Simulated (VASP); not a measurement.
# BeAl15HN16 (a cell with a defect) in VASP: electric field gradients with PBE

Aim: the electric field gradients of BeAl15HN16 (a cell with a defect) with PBE.

Program: VASP 6.6.1. These are calculated values, not measurements. Logs are shortened: lines on timing, memory, paths and dates and some standing lists are left out, and cuts for length are marked.

**1. The cell of the first run**

The cell holds a defect, 33 atoms: a = 6.260 Å, b = 6.260 Å, c = 10.035 Å, α = 90.00°, β = 90.00°, γ = 120.00°.

**2. Electric field gradients, PBE, collinear spin**

INCAR reads:

```
PREC = Accurate ; ENCUT = 520
EDIFF = 1E-8 ; ISMEAR = -1
SIGMA = 0.01 ; LREAL = Auto
LASPH = True ; NELM = 150
ALGO = Normal ; ISIF = 2
LWAVE = False ; LCHARG = False
ISPIN = 2 ; MAGMOM = 0 0 0 0 0 0 0 0 0 0 0 0 0 0 0 0 0.01 0.05 0.05 0.07 0.08 0.05 0.05 0.04 0.08 0.05 0.05 0.04 0.03 0.05 0.05 0.07 0
LORBIT = 11 ; NUPDOWN = 1.0
GGA = PE ; LEFG = True
NELECT = 127.0 ; NBANDS = 90
KPAR = 2 ; NCORE = 2
```

KPOINTS reads:

```
Automatic mesh
0
Gamma
  2 2 2
  0.5 0.5 0.5
```

POSCAR reads:

```
BeAl15HN16
1.0
    6.2595139128      0.0000000578      0.0000000000
   -3.1297570064      5.4208980350      0.0000000000
    0.0000000000      0.0000000000     10.0348065929
Al Be N H
15 1 16 1
Direct
    0.3316630610      0.1676220635      0.2410754734
    0.3296475346      0.1692800380      0.7462554616
    0.1645940064      0.3351450054      0.9979850399
    0.3298702165      0.6596852357      0.2530271585
    0.1533877359      0.8170279863      0.5052028588
    0.3322854516      0.6654149076      0.7479767968
    0.1660155755      0.8329643148      0.9978893364
    0.8381758596      0.1683908925      0.2526689963
    0.6804205598      0.3448514354      0.5046119993
    0.8344642008      0.1676574988      0.7478648517
    0.6660583233      0.3333086818      0.9980897623
    0.8332954349      0.6654654308      0.2484711764
    0.6650321002      0.8315175323      0.5008775500
    0.8316461700      0.6686607389      0.7525509268
    0.6641592787      0.8351172182      1.0010742596
    0.1373115117      0.3572837957      0.5137446731
    0.3574208212      0.1414081469      0.4306116936
    0.1674945818      0.3317620482      0.1885630478
    0.3305636119      0.1696024666      0.9393487717
    0.1665846837      0.3344456477      0.6833171049
    0.3218703231      0.6508454911      0.4455689223
    0.1683423642      0.8295171902      0.1893526023
    0.3318185055      0.6689229954      0.9390100540
    0.1652147269      0.8323587773      0.6925359033
    0.8481251014      0.1771046601      0.4456468292
    0.6702733073      0.3314885454      0.1890121080
    0.8316057602      0.1688085866      0.9390331288
    0.6679549997      0.3353154107      0.6924977889
    0.8307727813      0.6681547152      0.4392624904
    0.6666430127      0.8325806954      0.1932282294
    0.8302715898      0.6697217560      0.9424498218
    0.6680067567      0.8335909813      0.6911336623
    0.4490115682      0.0469452142      0.4004043068
```

Potentials or basis: VASP PAW PBE potentials, release 64 (Al, Be, N, H).

The run is started by

```sh
$ cat potpaw_PBE.64/Al/POTCAR potpaw_PBE.64/Be/POTCAR potpaw_PBE.64/N/POTCAR potpaw_PBE.64/H/POTCAR > POTCAR
$ mpirun -np 4 vasp_std > vasp.out
```

OUTCAR:

```text
PREC = Accurate
   ENCUT = 520
   EDIFF = 1E-8
   ISMEAR = -1
   LREAL = Auto
   LASPH = True
   NELM = 150
   ISIF = 2
   ISPIN = 2
   LORBIT = 11
   NUPDOWN = 1.0
   GGA = PE
   NELECT = 127.0

 ion  position               nearest neighbor table
   1  0.332  0.168  0.241-  18 1.86  22 1.91  26 1.91  17 1.92  33 2.05  11 3.04   3 3.04   7 3.04
                             4 3.09   8 3.09  12 3.13  12 3.13   8 3.17   4 3.18   9 3.25   5 3.26
   2  0.330  0.169  0.746-  20 1.89  24 1.90  28 1.91  19 1.94   9 3.08   5 3.08  10 3.09   6 3.10
                             3 3.10   7 3.11  11 3.12  14 3.13  14 3.13   6 3.16  10 3.17
   3  0.165  0.335  0.998-  19 1.89  27 1.90  23 1.90  18 1.91   1 3.04   6 3.08  10 3.08   2 3.10
                             4 3.11   8 3.11   7 3.11  11 3.11  15 3.13  15 3.13  11 3.14   7 3.15
   4  0.330  0.660  0.253-  18 1.89  22 1.91  30 1.92  21 1.93   8 3.08  13 3.08   1 3.09   3 3.11
                            15 3.11   5 3.11  12 3.13  12 3.13   7 3.15   1 3.18   8 3.18
   5  0.153  0.817  0.505-  29 1.87  24 1.88  21 1.91  17 1.93  33 1.98  16 2.83   9 2.96   6 3.03
                            14 3.03   2 3.08  13 3.10  12 3.11   4 3.11  13 3.16   1 3.26   9 3.30
   6  0.332  0.665  0.748-  24 1.89  32 1.91  20 1.91  23 1.92   5 3.03  13 3.07   3 3.08   7 3.09
                             2 3.10  15 3.11  10 3.12  14 3.12  10 3.14  14 3.14   2 3.16
   7  0.166  0.833  0.998-  23 1.88  31 1.90  19 1.92  22 1.92   1 3.04  14 3.06   6 3.09  12 3.09
                            15 3.11   3 3.11   2 3.11  11 3.13  11 3.13   4 3.15   3 3.15  15 3.15
   8  0.838  0.168  0.253-  18 1.90  26 1.90  30 1.92  25 1.94   4 3.08  13 3.09   1 3.09  15 3.10
                             3 3.11   9 3.11  12 3.13  12 3.13  11 3.14   1 3.17   4 3.18
   9  0.680  0.345  0.505-  29 1.87  28 1.89  25 1.91  17 1.92  33 1.99  16 2.82   5 2.96  10 3.03
                            14 3.05   2 3.08  13 3.10  12 3.10   8 3.11  13 3.17   1 3.25   5 3.30
  10  0.834  0.168  0.748-  28 1.89  32 1.90  20 1.91  27 1.92  16 2.88   9 3.03  13 3.08   3 3.08
                             2 3.09  11 3.10  14 3.12  15 3.12   6 3.12   6 3.14  14 3.15   2 3.17
  11  0.666  0.333  0.998-  27 1.88  31 1.91  19 1.91  26 1.92   1 3.04  14 3.06  12 3.09  10 3.10
                            15 3.11   3 3.11   2 3.12   7 3.13   7 3.13   8 3.14   3 3.14  15 3.15
  12  0.833  0.665  0.248-  30 1.89  26 1.91  22 1.91  29 1.91  15 3.09  11 3.09   7 3.09   9 3.10
                             5 3.11  13 3.11   4 3.13   8 3.13   1 3.13   1 3.13   8 3.13   4 3.13
  13  0.665  0.832  0.501-  29 1.89  32 1.91  21 1.94  25 1.95   6 3.07  10 3.08   4 3.08   8 3.09
                            14 3.09   9 3.10   5 3.10  12 3.11   5 3.16   9 3.17
  14  0.832  0.669  0.753-  32 1.88  28 1.90  31 1.91  24 1.91   5 3.03   9 3.05   7 3.06  11 3.06
                            15 3.08  13 3.09  10 3.12   6 3.12   2 3.13   2 3.13   6 3.14  10 3.15
  15  0.664  0.835  0.001-  31 1.89  23 1.91  27 1.91  30 1.93  14 3.08  12 3.09   8 3.10   4 3.11
                             7 3.11   6 3.11  11 3.11  10 3.12   3 3.13   3 3.13  11 3.15   7 3.15
  16  0.137  0.357  0.514-  25 1.72  20 1.73  21 1.75   9 2.82   5 2.83  10 2.88
  17  0.357  0.141  0.431-  33 1.05   9 1.92   1 1.92   5 1.93
  18  0.167  0.332  0.189-   1 1.86   4 1.89   8 1.90   3 1.91
  19  0.331  0.170  0.939-   3 1.89  11 1.91   7 1.92   2 1.94
  20  0.167  0.334  0.683-  16 1.73   2 1.89   6 1.91  10 1.91
  21  0.322  0.651  0.446-  16 1.75   5 1.91   4 1.93  13 1.94
  22  0.168  0.830  0.189-   1 1.91   4 1.91  12 1.91   7 1.92
[... 9 lines left out ...]
  32  0.668  0.834  0.691-  14 1.88  10 1.90   6 1.91  13 1.91
  33  0.449  0.047  0.400-  17 1.05   5 1.98   9 1.99   1 2.05

[... 2191 lines left out ...]
  free  energy   TOTEN  =      -245.0367395956 eV

  energy  without entropy=     -245.0322892676  energy(sigma->0) =     -245.03451443

 Electric field gradients (V/A^2)
---------------------------------------------------------------------
 ion       V_xx      V_yy      V_zz      V_xy      V_xz      V_yz
---------------------------------------------------------------------
   1     -11.299    -5.056    16.355     6.125    -7.540     4.236
   2      -5.208    -3.987     9.195     2.584    -3.311     1.451
   3      -3.814    -1.927     5.741     0.772    -0.324    -0.073
   4       0.731    -5.063     4.332     1.368    -0.260    -1.113
   5      -6.840    11.575    -4.735    -5.796    -2.774    -4.733
   6      -3.266    -2.522     5.788     1.491    -0.189    -2.105
[... 25 lines left out ...]
  32      -3.543    -1.207     4.750     2.450     1.460    -1.482
  33      14.271    -4.160   -10.110   -16.653   -10.607     6.174
---------------------------------------------------------------------

 Electric field gradients after diagonalization (V/A^2)
 (convention: |V_zz| > |V_xx| > |V_yy|)
----------------------------------------------------------------------
 ion       V_xx      V_yy      V_zz     asymmetry (V_yy - V_xx)/ V_zz
----------------------------------------------------------------------
   1     -17.274    -1.307    18.581       0.859
   2      -7.971    -2.004     9.975       0.598
   3      -4.098    -1.656     5.754       0.424
   4       4.510     0.968    -5.478       0.647
   5     -11.201    -2.837    14.038       0.596
   6      -4.571    -1.750     6.321       0.446
[... 25 lines left out ...]
  32       5.195     0.296    -5.491       0.892
  33     -14.094   -13.942    28.036       0.005
----------------------------------------------------------------------

           NMR quadrupolar parameters

 Cq : quadrupolar parameter    Cq=e*Q*V_zz/h
 eta: asymmetry parameters     (V_yy - V_xx)/ V_zz
 Q  : nuclear electric quadrupole moment in mb (millibarn)
----------------------------------------------------------------------
 ion       Cq(MHz)       eta       Q (mb)
----------------------------------------------------------------------
   1       0.045       0.859       1.000
   2       0.024       0.598       1.000
   3       0.014       0.424       1.000
   4      -0.013       0.647       1.000
   5       0.034       0.596       1.000
   6       0.015       0.446       1.000
[... 25 lines left out ...]
  32      -0.013       0.892       1.000
  33       0.068       0.005       1.000
----------------------------------------------------------------------

 total charge

# of ion       s       p       d       tot
------------------------------------------
    1        0.367   0.431   0.000   0.798
    2        0.362   0.420   0.000   0.782
    3        0.365   0.429   0.000   0.794
    4        0.363   0.420   0.000   0.783
    5        0.369   0.435   0.000   0.804
    6        0.364   0.424   0.000   0.788
[... 25 lines left out ...]
   32        1.226   2.610   0.000   3.837
   33        0.616   0.093   0.000   0.710
--------------------------------------------------
tot         26.104  48.812   0.000  74.916

 magnetization (x)

# of ion       s       p       d       tot
------------------------------------------
    1       -0.001  -0.000   0.000  -0.001
    2       -0.001   0.001   0.000  -0.000
    3       -0.001   0.001   0.000  -0.000
    4       -0.001   0.001   0.000   0.000
    5       -0.001   0.000   0.000  -0.001
    6       -0.001   0.001   0.000  -0.000
[... 25 lines left out ...]
   32        0.001   0.058   0.000   0.059
   33       -0.000   0.000   0.000   0.000
--------------------------------------------------
tot          0.001   0.720   0.000   0.721
```

OSZICAR:

```text
N       E                     dE             d eps       ncg     rms          rms(c)
DAV:   1     0.508799105806E+03    0.50880E+03   -0.58645E+04  4320   0.127E+03
DAV:   2    -0.224902799047E+03   -0.73370E+03   -0.70037E+03  5466   0.260E+02
DAV:   3    -0.278153044850E+03   -0.53250E+02   -0.52699E+02  5368   0.750E+01
[... 12 lines left out ...]
DAV:  16    -0.245036738681E+03   -0.26679E-05   -0.77622E-06  5000   0.953E-03    0.539E-03
DAV:  17    -0.245036739324E+03   -0.64332E-06   -0.15222E-06  5288   0.490E-03    0.232E-03
DAV:  18    -0.245036739571E+03   -0.24697E-06   -0.56587E-07  4952   0.265E-03    0.115E-03
DAV:  19    -0.245036739594E+03   -0.22606E-07   -0.60021E-08  5056   0.977E-04    0.676E-04
DAV:  20    -0.245036739596E+03   -0.19963E-08   -0.29856E-08  3984   0.662E-04
   1 F= -.24503674E+03 E0= -.24503451E+03  d E =-.445033E-02  mag=     1.0000
```

stdout:

```text
POSCAR found type information on POSCAR AlBeN H
 POSCAR found :  4 types and      33 ions
 scaLAPACK will be used
 LDA part: xc-table for (Slater+PW92), standard interpolation
 POSCAR, INCAR and KPOINTS ok, starting setup
 FFT: planning ... GRIDC
 FFT: planning ... GRID_SOFT
 FFT: planning ... GRID
 WAVECAR not read
 entering main loop
 the old and the new charge density differ
 old charge density:   128.00000 new  127.00000
BRMIX: very serious problems
 the old and the new charge density differ
 old charge density:   128.00000 new  127.00000
    0.328E+01
ion   1
     0.0000349    -0.3681682    -0.2644687    -0.7735222     0.4703500     0.1879201
     0.0000480    -0.3681682    -0.2644687    -0.7735222     0.4703500     0.1879201
     0.0000661    -0.3681682    -0.2644687    -0.7735222     0.4703500     0.1879201
     0.0000910    -0.3681682    -0.2644687    -0.7735222     0.4703500     0.1879201

     0.0000349    -5.5747487    -3.8956199   -12.2852213     6.9393295     2.8413499
     0.0000480    -5.5747440    -3.8956167   -12.2852110     6.9393236     2.8413475
     0.0000661    -5.5747362    -3.8956112   -12.2851936     6.9393139     2.8413436
     0.0000910    -5.5747232    -3.8956022   -12.2851648     6.9392978     2.8413369
[... 100 lines left out ...]
ion  11
     0.0000349    -0.1694698     0.0648432    -0.3044124    -0.0461391     0.0824208
     0.0000480    -0.1694698     0.0648432    -0.3044124    -0.0461391     0.0824208
     0.0000661    -0.1694698     0.0648432    -0.3044124    -0.0461391     0.0824208
     0.0000910    -0.1694698     0.0648432    -0.3044124    -0.0461391     0.0824208

     0.0000349    -2.5699681     1.0372891    -4.7274210    -0.6865733     1.2965744
     0.0000480    -2.5699659     1.0372882    -4.7274170    -0.6865727     1.2965733
     0.0000661
```

It took 10 min on 4 MPI ranks of Intel Xeon Platinum 8259CL at 2.50GHz (Skylake/Cascade Lake), shared host; peak memory 0.51 GiB.

What came out:

```
Free energy                                           : -245.0367 eV
Largest force                                         : 0.442 eV/Å
Net moment                                            : 1.00 μB per cell
Site moments                                          : Al -0.00, +0.00 (each value once); Be +0.01; N +0.02, +0.04, +0.07, +0.05, +0.03, +0.06 (each value once); H +0.00 μB
Largest electric field gradient by atom               : Al +18.6, +10.0, +5.8, -5.5, +14.0, +6.3, -7.3, +5.3, +12.1, +6.4, -6.5, +7.2, -7.0, -3.9, +6.0; Be +15.2; N +53.4, -3.4, +8.4, +5.7, -10.1, +7.3, +4.9, -2.8, -10.7, +6.7, +5.6, -3.3, +6.8, +6.6, +4.8, -5.5; H +28.0 V/Å²
Valence electrons inside the program's atomic spheres : Al 0.80, 0.78, 0.79, 0.77 (each value once); Be 1.07; N 3.87, 3.85, 3.82, 3.81, 3.79, 3.83, 3.84 (each value once); H 0.71
```

Forces in eV/Å, atoms in the order of the input:
```
Al   0.150 -0.084 -0.134
Al   0.183 -0.012  0.061
Al  -0.038  0.043 -0.006
Al   0.081 -0.014 -0.058
Al  -0.062  0.133 -0.076
Al   0.086 -0.012 -0.032
Al  -0.142  0.144  0.028
Al   0.135 -0.005 -0.010
Al  -0.065  0.020  0.010
Al   0.061  0.026 -0.018
Al  -0.129  0.109 -0.045
Al   0.157 -0.031 -0.080
Al  -0.017  0.114 -0.069
Al   0.140 -0.098  0.017
Al  -0.048  0.088 -0.035
Be  -0.085  0.182 -0.097
N    0.351 -0.257  0.073
N   -0.197  0.073 -0.002
N    0.171 -0.149 -0.021
N   -0.182  0.031 -0.002
N    0.192  0.011  0.099
N   -0.203  0.076  0.015
N    0.179 -0.153  0.013
N   -0.190  0.071  0.042
N    0.014 -0.279  0.057
N   -0.221  0.076  0.071
N    0.176 -0.158  0.020
N   -0.203  0.074  0.015
N    0.013 -0.037  0.123
N   -0.220  0.084  0.089
N    0.162 -0.120  0.005
N   -0.228  0.027  0.000
H   -0.022  0.027 -0.051
```

Electric field gradients, principal values (V/Å²):
| atom | least | middle | greatest (by size) |
| --- | --- | --- | --- |
| 1 Al | -1.307 | -17.274 | 18.581 |
| 2 Al | -2.004 | -7.971 | 9.975 |
| 3 Al | -1.656 | -4.098 | 5.754 |
| 4 Al | 0.968 | 4.510 | -5.478 |
| 5 Al | -2.837 | -11.201 | 14.038 |
| 6 Al | -1.750 | -4.571 | 6.321 |
| 7 Al | 0.157 | 7.185 | -7.342 |
| 8 Al | -0.814 | -4.460 | 5.274 |
| 9 Al | -1.924 | -10.170 | 12.094 |
| 10 Al | -1.590 | -4.806 | 6.397 |
| 11 Al | 0.038 | 6.424 | -6.462 |
| 12 Al | -1.076 | -6.077 | 7.153 |
| 13 Al | 0.561 | 6.486 | -7.047 |
| 14 Al | 0.994 | 2.871 | -3.865 |
| 15 Al | -1.156 | -4.810 | 5.967 |
| 16 Be | -7.028 | -8.171 | 15.198 |
| 17 N | -24.465 | -28.888 | 53.354 |
| 18 N | 0.173 | 3.202 | -3.375 |
| 19 N | -2.921 | -5.435 | 8.357 |
| 20 N | -1.822 | -3.866 | 5.688 |
| 21 N | 1.532 | 8.527 | -10.058 |
| 22 N | -2.978 | -4.343 | 7.320 |
| 23 N | -0.229 | -4.635 | 4.865 |
| 24 N | 0.325 | 2.455 | -2.780 |
| 25 N | 3.506 | 7.230 | -10.736 |
| 26 N | -2.810 | -3.869 | 6.679 |
| 27 N | -0.762 | -4.817 | 5.579 |
| 28 N | 0.278 | 2.994 | -3.272 |
| 29 N | -2.251 | -4.586 | 6.836 |
| 30 N | -0.977 | -5.583 | 6.559 |
| 31 N | -2.008 | -2.765 | 4.773 |
| 32 N | 0.296 | 5.195 | -5.491 |
| 33 H | -13.942 | -14.094 | 28.036 |

Caveat: the k points lie up to 0.58 Å⁻¹ apart; the cell carries a net charge on a neutralising background, which shifts energy and pressure; without QUAD_EFG the Cq values of the log hold for a quadrupole moment of 1 mb, not for the nuclei; the total moment is fixed, so each spin has its own Fermi level.
